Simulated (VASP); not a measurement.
Wanted: the native input for a VASP 6.6.1 run.

| Property | Result |
| --- | --- |
| Task | single point |
| Functional | LDA |
| Potentials or basis | VASP PAW LDA potentials, release 64 (In_d, As_d) |
| Cutoff | 510 eV |
| k mesh | 8 × 8 × 8 |
| Occupations | fermi-dirac, width 0.05 eV |
| Spin | no spin polarisation |
| Dipole correction | no |
| Further INCAR settings | ALGO = Normal; EDIFF = 1e-06; NBANDS = 21 |

The structure of InAs lies in POSCAR:

```
InAs
1.0
    0.0000000000      3.0577150807      3.0577150807
    3.0577150807      0.0000000000      3.0577150807
    3.0577150807      3.0577150807      0.0000000000
In As
1 1
Direct
    0.0000000000      0.0000000000      0.0000000000
    0.7500000000      0.7500000000      0.7500000000
```

One way to write it, as run:

INCAR

```
SYSTEM = InAs
  ALGO = Normal
  EDIFF = 1E-6
  ENCUT = 510
  GGA = CA
  GGA_COMPAT = .False.
  ISIF = 2
  ISMEAR = -1
  LASPH = .True.
  LCHARG = .False.
  LREAL = .False.
  LWAVE = .False.
  NBANDS = 21
  NELM = 120
  PREC = Accurate
  SIGMA = 0.05
```

KPOINTS

```
k-points
0
Gamma
  8 8 8
  0 0 0
```

Potentials or basis: VASP PAW LDA potentials, release 64 (In_d, As_d).

Run with:

```sh
$ cat potpaw_LDA.64/In_d/POTCAR potpaw_LDA.64/As_d/POTCAR > POTCAR
$ mpirun -np 1 vasp_std > vasp.out
```

It gave:

```
Pressure               : -2.3 GPa
Band gap on the k mesh : zero (filled and empty bands touch)
```

Caveat: semilocal functionals underestimate gaps, and a narrow one can read as zero; spin-orbit coupling is left out, which moves the levels of the heavy elements.

Run time: 21 s on 1 thread of Intel(R) Xeon(R) Platinum 8259CL CPU @ 2.50GHz (Skylake/Cascade Lake), with other jobs on the host, peak memory 0.17 GiB.
